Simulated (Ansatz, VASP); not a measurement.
TlCl: VASP beside Ansatz

Contents of INCAR:

```
SYSTEM = TlCl
  ALGO = Normal
  EDIFF = 1E-6
  ENCUT = 500
  GGA = PE
  GGA_COMPAT = .FALSE.
  ISIF = 2
  ISMEAR = -1
  LASPH = .TRUE.
  LCHARG = .TRUE.
  LELF = .TRUE.
  LREAL = .FALSE.
  LVHAR = .TRUE.
  LWAVE = .FALSE.
  NBANDS = 17
  NELM = 120
  PREC = Accurate
  SIGMA = 0.05
```

File KPOINTS:

```
k-points
0
G
  6 6 6
  0 0 0
```

Contents of POSCAR:

```
TlCl
1.0
    3.8340000000      0.0000000000      0.0000000000
    0.0000000000      3.8340000000      0.0000000000
    0.0000000000      0.0000000000      3.8340000000
Tl Cl
1 1
Direct
    0.0000000000      0.0000000000      0.0000000000
    0.5000000000      0.5000000000      0.5000000000
```

Input for Ansatz:

```yaml
crystal:
  lattice:
    - [3.834, 0.0, 0.0]
    - [0.0, 3.834, 0.0]
    - [0.0, 0.0, 3.834]
  atoms:
    - { symbol: Tl, position: [0.0, 0.0, 0.0] }
    - { symbol: Cl, position: [0.5, 0.5, 0.5] }
basis:
  ecutwfc: 520.0
kpoints:
  mp_grid:
    grid: [6, 6, 6]
hamiltonian:
  xc: pbe
  pseudopotentials:
    kind: paw
scf:
  occupations:
    method: fermi_dirac
    width: 0.05
output:
  stress: true
```

Alike in both runs: task single point; functional PBE; k mesh 6 × 6 × 6; occupations fermi-dirac, width 0.05 eV; no spin polarisation.

```csv
,VASP,Ansatz
version,VASP 6.6.1,Ansatz 0.2.0
potentials or method,"VASP PAW PBE potentials, release 64 (Tl_d, Cl), cutoff 500 eV","plane waves, PAW"
valence electrons in the cell,20,20
```

|  | VASP | Ansatz | Ansatz less VASP |
| --- | --- | --- | --- |
| pressure (GPa) | 1.2 | 1.3 | +0.07 |

Spin-orbit coupling is off throughout.
